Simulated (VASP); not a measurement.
A run of VASP 6.6.1 is set up as follows.

Contents of INCAR:

```
  ALGO = Fast
  EDIFF = 1E-7
  ENCUT = 520
  GGA = PE
  ISIF = 2
  ISMEAR = 0
  IVDW = 12
  LASPH = T
  LCHARG = T
  LELF = T
  LREAL = F
  LVHAR = T
  LWAVE = F
  NBANDS = 8
  NELM = 80
  PREC = Accurate
  SIGMA = 0.1
```

File KPOINTS:

```
k-points
0
Gamma
  18 18 18
```

The input POSCAR:

```
Li
1.0
   -1.7154753062      1.7154753062      1.7154753062
    1.7154753062     -1.7154753062      1.7154753062
    1.7154753062      1.7154753062     -1.7154753062
Li
1
Direct
    0.0000000000      0.0000000000      0.0000000000
```

Potentials or basis: VASP PAW PBE potentials, release 64 (Li_sv).

Command:

```console
$ cat potpaw_PBE.64/Li_sv/POTCAR > POTCAR
$ mpirun -np 1 vasp_std > vasp.out
```

(1) Predict the dispersion energy per atom.

## Answers

(1) -0.170 eV.
